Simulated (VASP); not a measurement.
A run of VASP 6.6.1:

The input INCAR:

```
SYSTEM = Ti
ALGO     = Normal         ! electronic algorithm
EDIFF    = 1E-8           ! SCF threshold, eV
ENCUT    = 520            ! plane-wave cutoff, eV
GGA      = PS             ! functional
IBRION   = 8              ! ionic algorithm
ISIF     = 2              ! what is computed and relaxed
ISMEAR   = -1             ! smearing method
LASPH    = .TRUE.         ! aspherical terms in the spheres
LCHARG   = .FALSE.        ! write CHGCAR
LREAL    = .FALSE.        ! projectors in reciprocal space
LWAVE    = .FALSE.        ! write WAVECAR
NELM     = 60             ! most SCF steps
NSW      = 1              ! ionic steps
PREC     = Accurate       ! precision mode
SIGMA    = 0.15           ! smearing width, eV
```

KPOINTS

```
k-points
0
G
  18 18 10
  0 0 0
```

Contents of POSCAR:

```
Ti
1.0
    2.9218142591      0.0000000000      0.0000000000
   -1.4609071296      2.5303653735      0.0000000000
    0.0000000000      0.0000000000      4.6312624142
Ti
2
Direct
    0.3333333333      0.6666666667      0.2500000000
    0.6666666667      0.3333333333      0.7500000000
```

Potentials or basis: VASP PAW PBE potentials, release 64 (Ti_sv).

Launch:

```bash
$ cat potpaw_PBE.64/Ti_sv/POTCAR > POTCAR
$ mpirun -np 1 vasp_std > vasp.out
```

Hardware: 1 thread of AMD EPYC 7R13 Processor (Zen 3), with other jobs on the host.

How long does it take, and how much memory?

Run time: 36 min on 1 thread of AMD EPYC 7R13 Processor (Zen 3) (shared host), peak memory 1 GiB. Counts: scf iterations 82, k points 222.
